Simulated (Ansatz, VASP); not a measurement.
## One calculation of BAs, two programs

The input INCAR:

```
SYSTEM = BAs
PREC = Accurate
ENCUT = 520
EDIFF = 1E-6
ISMEAR = -1
SIGMA = 0.05
LREAL = .FALSE.
LASPH = .TRUE.
NELM = 100
ALGO = Normal
ISIF = 2
LWAVE = .FALSE.
LCHARG = .FALSE.
GGA = PE
NBANDS = 11
```

KPOINTS

```
regular mesh
0
G
  12 8 6
  0 0 0
```

File POSCAR:

```
BAs
1.0
    2.0841177693      0.0000000000      0.0000000000
    0.0000000000      3.1092679642      0.0000000000
    0.0000000000      0.0000000000      4.8499114089
B As
1 1
Direct
    0.0000000000      0.5000000000      0.0000000000
    0.5000000000      0.5000000000      0.5000000000
```

File input.yaml:

```yaml
crystal:
  lattice:
    - [2.0841177693, 0.0, 0.0]
    - [0.0, 3.1092679642, 0.0]
    - [0.0, 0.0, 4.8499114089]
  atoms:
    - { symbol: B, position: [0.0, 0.5, 0.0] }
    - { symbol: As, position: [0.5, 0.5, 0.5] }
kpoints:
  mp_grid: { grid: [12, 8, 6] }
scf:
  occupations: { method: fermi_dirac, width: 0.05 }
hamiltonian:
  xc: pbe
  pseudopotentials: { kind: all_electron, lapw: { basis_error: 0.0005 } }
output:
  forces: true
  stress: true
  eigenvalues: true
```

Change from the starting cell: volume scaled by 0.94.

Alike in both runs: task single point; functional PBE; k mesh 12 × 8 × 6; occupations fermi-dirac, width 0.05 eV; no spin polarisation.

|  | VASP | Ansatz |
| --- | --- | --- |
| version | VASP 6.6.1 | Ansatz 0.2.0 |
| potentials or method | VASP PAW PBE potentials, release 64 (B, As), cutoff 520 eV | all-electron LAPW, scalar-relativistic |

```tsv
	VASP	Ansatz	Ansatz less VASP
gap on the k mesh at the Fermi level (eV)	none	none	-
pressure (GPa)	11.9	11.1	-0.76
traceless stress, the component that is largest in VASP (GPa)	32.42	31.16	-1.267
```

A gap of «none» marks a metal or a gap that the smearing closes. Ansatz ran all-electron here, and VASP with PAW potentials.
